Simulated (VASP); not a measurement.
The system is BPd4.

```
CELL_PARAMETERS angstrom
-2.76305 2.76305 2.76305
2.76305 -2.76305 2.76305
2.76305 2.76305 -2.76305
ATOMIC_POSITIONS crystal
B 0.00000 0.00000 0.00000
Pd 0.34960 0.34960 0.34960
Pd 0.65040 0.00000 0.00000
Pd 0.00000 0.00000 0.65040
Pd 0.00000 0.65040 0.00000
```

| Item | Value |
| --- | --- |
| Program | VASP 6.6.1 |
| Task | relaxation of cell and atoms |
| Functional | PBE |
| Potentials or basis | VASP PAW PBE potentials, release 64 (B, Pd) |
| Cutoff | 600 eV |
| k mesh | 4 × 4 × 4 |
| Occupations | gaussian, width 0.1 eV |
| Spin | no spin polarisation |

At the start: pressure 31.9 GPa; volume 16.88 Å³/atom.

**Question.** Where does the relaxation end?

**Answer.** Over 13 steps the energy falls by 960.6 meV/atom and the volume is 15.43 Å³/atom (-8.6 %); space group I-43m (No. 217, to 0.05 Å).

The path:
```
step  energy change (eV)  largest force (eV/Å)  pressure (GPa)  volume (Å³)
   1              0.0000                9.7108           31.93        84.38
   2              1.3314                1.1748          -19.10       132.47
   3             -1.1048                1.3679          -19.55       117.91
   4             -2.6688                0.9368          -17.50       108.25
   5             -3.7255                1.2515           -6.91        95.82
   6             -3.7273                1.0963           -7.63        96.33
   7             -3.7271                1.1742           -7.30        96.08
   8             -4.3287                1.1971           -3.58        87.11
   9             -4.5996                1.0955            6.66        77.31
  10             -4.7962                0.1308            1.22        77.19
  11             -4.8011                0.0586            0.64        77.17
  12             -4.8016                0.0504           -0.37        77.14
  13             -4.8028                0.0015            0.09        77.16
```

Final structure:
```yaml
crystal:
  lattice:
    - [-2.68188, 2.68188, 2.68188]
    - [2.68188, -2.68188, 2.68188]
    - [2.68188, 2.68188, -2.68188]
  atoms:
    - { symbol: B, position: [0.00000, 0.00000, 0.00000] }
    - { symbol: Pd, position: [0.43709, 0.43709, 0.43709] }
    - { symbol: Pd, position: [0.56291, 0.00000, 0.00000] }
    - { symbol: Pd, position: [0.00000, 0.00000, 0.56291] }
    - { symbol: Pd, position: [0.00000, 0.56291, 0.00000] }
```

Caveat: the k points lie up to 0.41 Å⁻¹ apart in the final cell.
